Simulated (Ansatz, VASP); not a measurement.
**Two plane-wave programs on In**

Contents of INCAR:

```
SYSTEM = In
PREC = Accurate
ENCUT = 520
EDIFF = 1E-6
ISMEAR = 0
SIGMA = 0.1
LREAL = .FALSE.
LASPH = .TRUE.
NELM = 60
ALGO = Normal
ISIF = 2
LWAVE = .FALSE.
LCHARG = .TRUE.
GGA = PE
LELF = .TRUE.
LVHAR = .TRUE.
NBANDS = 26
```

KPOINTS

```
Automatic mesh
0
G
  6 6 2
  0 0 0
```

Contents of POSCAR:

```
In
1.0
    3.2540655501      0.0000000000      0.0000000000
    1.4004570491      3.0901008947      0.0000000000
    0.9003641330      0.6860092747      8.2485801558
In
3
Direct
    0.7834226631      0.7633938956      0.6673748566
    0.5222488123      0.5157336953      0.3335734863
    0.0276618579      0.0542057425      0.9990516571
```

Input for Ansatz:

```yaml
crystal:
  lattice:
    - [3.2540655501, 0.0, 0.0]
    - [1.4004570491, 3.0901008947, 0.0]
    - [0.900364133, 0.6860092747, 8.2485801558]
  atoms:
    - { symbol: In, position: [0.7834226631, 0.7633938956, 0.6673748566] }
    - { symbol: In, position: [0.5222488123, 0.5157336953, 0.3335734863] }
    - { symbol: In, position: [0.0276618579, 0.0542057425, 0.9990516571] }
basis:
  ecutwfc: 420
kpoints:
  mp_grid: { grid: [6, 6, 2] }
hamiltonian:
  xc: pbe
scf:
  occupations: { method: gaussian, width: 0.1 }
  lower_state_search: "off"
output:
  forces: true
  stress: true
  eigenvalues: true
```

Change from the starting cell: the structure that the rattled cell fell into.

Alike in both runs: task single point; functional PBE; k mesh 6 × 6 × 2; occupations gaussian, width 0.1 eV; no spin polarisation.

```csv
,VASP,Ansatz
version,VASP 6.6.1,Ansatz 0.2.0
potentials or method,"VASP PAW PBE potentials, release 64 (In_d), cutoff 520 eV","scalar-relativistic, plane waves, PAW"
valence electrons in the cell,39,39
```

VASP gave:

```
gap on the k mesh at the Fermi level (eV)                     : none
pressure (GPa)                                                : -0.3
traceless stress, the component that is largest in VASP (GPa) : 1.92
rms of the force components (eV/Å)                            : 0.007
```

Which values does Ansatz return?

gap on the k mesh at the Fermi level (eV): none; pressure (GPa): -0.3; traceless stress, the component that is largest in VASP (GPa): 1.92; rms of the force components (eV/Å): 0.008.

Atom by atom the forces differ by 0.000 eV/Å (rms over components). A gap of «none» marks a metal or a gap that the smearing closes.

The k mesh is coarse, so the values compare programs but aren't converged.
